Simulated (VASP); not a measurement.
# Ga3Tc (I4/mmm) in VASP: single point with LDA

Aim: the single point of Ga3Tc with LDA.

All numbers are computed with VASP 6.6.1; they aren't measurements. Logs are shortened: lines on timing, memory, paths and dates and some standing lists are left out, and cuts for length are marked.

## (1) The cell of the first run

Symmetry: I4/mmm, No. 139, tetragonal system. Conventional cell: a = 3.791 Å, b = 3.791 Å, c = 8.091 Å, α = 90.00°, β = 90.00°, γ = 90.00°. Ga (site symmetry -4m2) has 8 Ga at 2.68 to 2.77 Å and 4 Tc at 2.77 Å within 3.5 Å. Within 3.5 Å of Ga (site symmetry 4/mmm) lie 4 Tc at 2.68 Å and 8 Ga at 2.77 Å. Tc (site symmetry 4/mmm) has 12 Ga at 2.68 to 2.77 Å within 3.5 Å.

## (2) Single point, LDA

Contents of INCAR:

```
SYSTEM = Ga3Tc
PREC = Accurate
ENCUT = 520
EDIFF = 1E-6
ISMEAR = -1
SIGMA = 0.1
LREAL = .False.
LASPH = .True.
NELM = 100
ALGO = Normal
ISIF = 2
LWAVE = .False.
LCHARG = .False.
GGA = CA
NBANDS = 34
```

Contents of KPOINTS:

```
Automatic mesh
0
Gamma
  9 9 9
  0 0 0
```

Contents of POSCAR:

```
Ga3Tc
1.0
   -1.8956460000      1.8956460000      4.0457480000
    1.8956460000     -1.8956460000      4.0457480000
    1.8956460000      1.8956460000     -4.0457480000
Ga Tc
3 1
Direct
    0.7500000000      0.2500000000      0.5000000000
    0.2500000000      0.7500000000      0.5000000000
    0.5000000000      0.5000000000      0.0000000000
    0.0000000000      0.0000000000      0.0000000000
```

Potentials or basis: VASP PAW LDA potentials, release 64 (Ga_d, Tc_pv).

On the command line:

```bash
> cat potpaw_LDA.64/Ga_d/POTCAR potpaw_LDA.64/Tc_pv/POTCAR > POTCAR
> mpirun -np 1 vasp_std > vasp.out
```

OUTCAR:

```text
SYSTEM = Ga3Tc
   PREC = Accurate
   ENCUT = 520
   EDIFF = 1E-6
   ISMEAR = -1
   LREAL = .False.
   LASPH = .True.
   NELM = 100
   ISIF = 2
   GGA = CA

 ion  position               nearest neighbor table
   1  0.750  0.250  0.500-   2 2.68   2 2.68   2 2.68   2 2.68   3 2.77   3 2.77   4 2.77   4 2.77
                             4 2.77   3 2.77   4 2.77   3 2.77
   2  0.250  0.750  0.500-   1 2.68   1 2.68   1 2.68   1 2.68   4 2.77   4 2.77   3 2.77   3 2.77
                             4 2.77   3 2.77   4 2.77   3 2.77
   3  0.500  0.500  0.000-   4 2.68   4 2.68   4 2.68   4 2.68   2 2.77   2 2.77   1 2.77   1 2.77
                             2 2.77   1 2.77   2 2.77   1 2.77
   4  0.000  0.000  0.000-   3 2.68   3 2.68   3 2.68   3 2.68   1 2.77   1 2.77   2 2.77   2 2.77
                             2 2.77   1 2.77   2 2.77   1 2.77

  LATTYP: Found a body centered tetragonal cell.
 ALAT       =     3.7912920000
 C/A-ratio  =     2.1342318133

  Lattice vectors:

 A1 = (  -1.8956460000,   1.8956460000,   4.0457480000)
 A2 = (   1.8956460000,  -1.8956460000,   4.0457480000)
 A3 = (   1.8956460000,   1.8956460000,  -4.0457480000)

Analysis of symmetry for initial positions (statically):
=====================================================================
 Subroutine PRICEL returns:
 Original cell was already a primitive cell.

 Routine SETGRP: Setting up the symmetry group for a
 body centered tetragonal supercell.

 Subroutine GETGRP returns: Found 16 space group operations
 (whereof 16 operations were pure point group operations)
 out of a pool of 16 trial point group operations.

The static configuration has the point symmetry D_4h.

Analysis of symmetry for dynamics (positions and initial velocities):
=====================================================================
 Subroutine PRICEL returns:
 Original cell was already a primitive cell.

 Routine SETGRP: Setting up the symmetry group for a
 body centered tetragonal supercell.

 Subroutine GETGRP returns: Found 16 space group operations
 (whereof 16 operations were pure point group operations)
 out of a pool of 16 trial point group operations.

The dynamic configuration has the point symmetry D_4h.

 Subroutine INISYM returns: Found 16 space group operations
 (whereof 16 operations are pure point group operations),
 and found     1 'primitive' translations

----------------------------------------------------------------------------------------

                                     Primitive cell

  volume of cell :      58.1532

  direct lattice vectors                    reciprocal lattice vectors
    -1.895646000  1.895646000  4.045748000     0.000000000  0.263762327  0.123586541
     1.895646000 -1.895646000  4.045748000     0.263762327  0.000000000  0.123586541
     1.895646000  1.895646000 -4.045748000     0.263762327  0.263762327  0.000000000

  length of vectors
     4.853351872  4.853351872  4.853351872     0.291280274  0.291280274  0.373016260

  position of ions in fractional coordinates (direct lattice)
     0.750000000  0.250000000  0.500000000
     0.250000000  0.750000000  0.500000000
     0.500000000  0.500000000  0.000000000
     0.000000000  0.000000000  0.000000000

  ion indices of the primitive-cell ions
   primitive index   ion index
                 1           1
                 2           2
                 3           3
                 4           4

----------------------------------------------------------------------------------------

 KPOINTS: Automatic mesh

Automatic generation of k-mesh.
 Grid dimensions read from file:
 generate k-points for:    9    9    9

 Generating k-lattice:

  Cartesian coordinates                     Fractional coordinates (reciprocal lattice)
     0.000000000  0.029306925  0.013731838     0.111111111  0.000000000  0.000000000
     0.029306925  0.000000000  0.013731838     0.000000000  0.111111111  0.000000000
     0.029306925  0.029306925  0.000000000     0.000000000  0.000000000  0.111111111

  Length of vectors
     0.032364475  0.032364475  0.041446251

  Shift w.r.t. Gamma in fractional coordinates (k-lattice)
     0.000000000  0.000000000  0.000000000

 Subroutine IBZKPT returns following result:
 ===========================================

 Found     75 irreducible k-points:

 Following reciprocal coordinates:
            Coordinates               Weight
  0.000000  0.000000  0.000000      1.000000
  0.111111  0.000000  0.000000      8.000000
  0.222222  0.000000  0.000000      8.000000
  0.333333  0.000000  0.000000      8.000000
  0.444444  0.000000  0.000000      8.000000
  0.111111  0.111111  0.000000      8.000000
[... 16 lines left out ...]
 -0.333333  0.333333  0.000000      4.000000
  0.444444  0.444444  0.000000      8.000000
 [... further k-points ...]
   k-points           NKPTS =     75   k-points in BZ     NKDIM =     75   number of bands    NBANDS=     34
   number of dos      NEDOS =    301   number of ions     NIONS =      4
   total plane-waves  NPLWV =  46656
   dimension x,y,z NGX =    36 NGY =   36 NGZ =   36
   dimension x,y,z NGXF=    72 NGYF=   72 NGZF=   72
   ions per type =               3   1
   NGX,Y,Z   is equivalent  to a cutoff of  12.33, 12.33, 12.33 a.u.
   NGXF,Y,Z  is equivalent  to a cutoff of  24.66, 24.66, 24.66 a.u.
 SYSTEM =  Ga3Tc
   PREC   = accura    normal or accurate (medium, high low for compatibility)
   ISTART =      0    job   : 0-new  1-cont  2-samecut
   ICHARG =      2    charge: 1-file 2-atom 10-const
   ISPIN  =      1    spin polarized calculation?
   LNONCOLLINEAR =      F non collinear calculations
   LSORBIT =      F    spin-orbit coupling
   LASPH  =      T    aspherical Exc in radial PAW
   ENCUT  =  520.0 eV  38.22 Ry    6.18 a.u.   9.02  9.02  9.02*2*pi/ulx,y,z
   NELM   =    100;   NELMIN=  2; NELMDL= -5     # of ELM steps
   EDIFF  = 0.1E-05   stopping-criterion for ELM
   LREAL  =      F    real-space projection
   EDIFFG = 0.1E-04   stopping-criterion for IOM
   NSW    =      0    number of steps for IOM
   IBRION =     -1    ionic relax: 0-MD 1-quasi-New 2-CG
   NFREE  =      0    steps in history (QN), initial steepest desc. (CG)
   ISIF   =      2    stress and relaxation
   ISYM   =      2    0-nonsym 1-usesym 2-fastsym
   POTIM  = 0.5000    time-step for ionic-motion
   TEBEG  =    0.0;   TEEND  =   0.0 temperature during run
   PSTRESS=    0.0 pullay stress
   NELECT =      52.0000    total number of electrons
   NUPDOWN=      -1.0000    fix difference up-down
   EMIN   =  10.00;   EMAX   =-10.00  energy-range for DOS
   EFERMI =   0.00;   METHOD = LEGACY
   ISMEAR =    -1;   SIGMA  =   0.10  broadening in eV -4-tet -1-fermi 0-gaus
   EFERMI_NEDOS =   21; number of points for ismear=-14 and -15
   IALGO  =     38    algorithm
   IMIX   =      4    mixing-type and parameters
     AMIX     =   0.40;   BMIX     =  1.00
     AMIX_MAG =   1.60;   BMIX_MAG =  1.00
  volume/ion in A,a.u.               =      14.54        98.11
  Fermi-wavevector in a.u.,A,eV,Ry     =   1.577193  2.980463 33.845007  2.487538
  Thomas-Fermi vector in A             =   2.677912
   LORBIT       =      0    0 simple, 1 ext, 2 COOP (PROOUT), +10 PAW based schemes
   GGA     = CA    functional components
   LHFCALC =     F    Hartree Fock is set to
   AEXX    =    0.0000 exact exchange contribution
   IVDW    =     0    specifies the selected vdW correction
   LEPSILON=     F    determine dielectric tensor
   LRPA    =     F    only Hartree local field effects (RPA)
 non-spin polarized calculation
  energy-cutoff  :      520.00
  volume of cell :       58.15
 maximum number of plane-waves:      1581
   NGX = 19   NGY = 19   NGZ = 19

 number of electron      51.9999993 magnetization

 Free energy of the ion-electron system (eV)
  ---------------------------------------------------
  ext. energy  EPLUGINS =         0.00000000
  ---------------------------------------------------
  free energy    TOTEN  =       -22.90321245 eV

  energy without entropy =      -22.80911984  energy(sigma->0) =      -22.85616614

 E-fermi :   9.3448     XC(G=0): -13.0368

 val. band max:        9.3386349861   @ k =   0.2222   0.2222   0.1111
 cond. band min:       9.3498034255   @ k =  -0.3333  -0.4444   0.2222
 fundamental gap:      0.0111684393
 Fermi energy:         9.3447787266

 k-point     1 :       0.0000    0.0000    0.0000
  band No.  band energies     occupation
      1     -29.2257      2.00000
      2     -29.1419      2.00000
      3     -29.1419      2.00000
      4      -6.5761      2.00000
      5      -6.4577      2.00000
      6      -6.4416      2.00000
[... 26 lines left out ...]
     33      14.9731      0.00000
     34      16.4820      0.00000

 k-point     2 :       0.1111    0.0000    0.0000
  band No.  band energies     occupation
      1     -29.2256      2.00000
      2     -29.1451      2.00000
      3     -29.1417      2.00000
      4      -6.5563      2.00000
      5      -6.4540      2.00000
      6      -6.4195      2.00000
[... 26 lines left out ...]
     33      15.5656      0.00000
     34      16.3669      0.00000

 k-point     3 :       0.2222    0.0000    0.0000
  band No.  band energies     occupation
      1     -29.2255      2.00000
      2     -29.1532      2.00000
      3     -29.1414      2.00000
      4      -6.4993      2.00000
      5      -6.4397      2.00000
      6      -6.3675      2.00000
[... 26 lines left out ...]
     33      15.6939      0.00000
     34      16.3247      0.00000
[... 704 lines left out ...]
 k-point    23 :      -0.3333    0.3333    0.0000
  band No.  band energies     occupation
      1     -29.2234      2.00000
      2     -29.1610      2.00000
      3     -29.1589      2.00000
      4      -6.4447      2.00000
      5      -6.3868      2.00000
      6      -6.3343      2.00000
[... 26 lines left out ...]
     33      17.9664      0.00000
     34      18.2630      0.00000

 k-point    24 :       0.4444    0.4444    0.0000
  band No.  band energies     occupation
      1     -29.2228      2.00000
      2     -29.1652      2.00000
      3     -29.1641      2.00000
      4      -6.4303      2.00000
      5      -6.4278      2.00000
      6      -6.3792      2.00000
[... 26 lines left out ...]
     33      15.9881      0.00000
     34      19.9056      0.00000

 [... further k-points ...]

------------------------ aborting loop because EDIFF is reached ----------------------------------------

  FORCE on cell =-STRESS in cart. coord.  units (eV):
  Direction    XX          YY          ZZ          XY          YZ          ZX
  --------------------------------------------------------------------------------------
  -------------------------------------------------------------------------------------
  Total       -1.9737991     -1.9737991     -1.5898561      0.0000000      0.0000000      0.0000000
  in kB      -54.3801293    -54.3801293    -43.8021173      0.0000000      0.0000000      0.0000000
  external PRESSURE =     -50.8541253 kB  Pullay stress =       0.0000000 kB

 VOLUME and BASIS-vectors are now :
 -----------------------------------------------------------------------------
  energy-cutoff  :      520.00
  volume of cell :       58.15
      direct lattice vectors                 reciprocal lattice vectors
    -1.895646000  1.895646000  4.045748000     0.000000000  0.263762327  0.123586541
     1.895646000 -1.895646000  4.045748000     0.263762327  0.000000000  0.123586541
     1.895646000  1.895646000 -4.045748000     0.263762327  0.263762327  0.000000000

 POSITION                                       TOTAL-FORCE (eV/Angst)
 -----------------------------------------------------------------------------------
      0.00000      1.89565      2.02287        -0.000000      0.000000     -0.000000
      1.89565      0.00000      2.02287         0.000000     -0.000000      0.000000
      0.00000      0.00000      4.04575         0.000000      0.000000      0.000000
      0.00000      0.00000      0.00000         0.000000      0.000000      0.000000
 -----------------------------------------------------------------------------------
    total drift:                               -0.000000      0.000000      0.000000

  FREE ENERGIE OF THE ION-ELECTRON SYSTEM (eV)
  ---------------------------------------------------
  free  energy   TOTEN  =       -22.9032124534 eV

  energy  without entropy=      -22.8091198350  energy(sigma->0) =      -22.85616614
```

Run time: 3.8 min. Hardware: 1 thread of Intel Xeon 8259CL, shared host; peak memory 0.26 GiB.

Results:

```yaml
Free_energy: -22.9032 eV
Pressure: -5.1 GPa
Band_gap_on_the_k_mesh: zero (bands 26 and 27 overlap by 1.54 eV)
```

Stress tensor (GPa, compression positive):
```
-5.44  0.00  0.00
 0.00 -5.44  0.00
 0.00  0.00 -4.38
```

Caveat: the cell stands under tension.
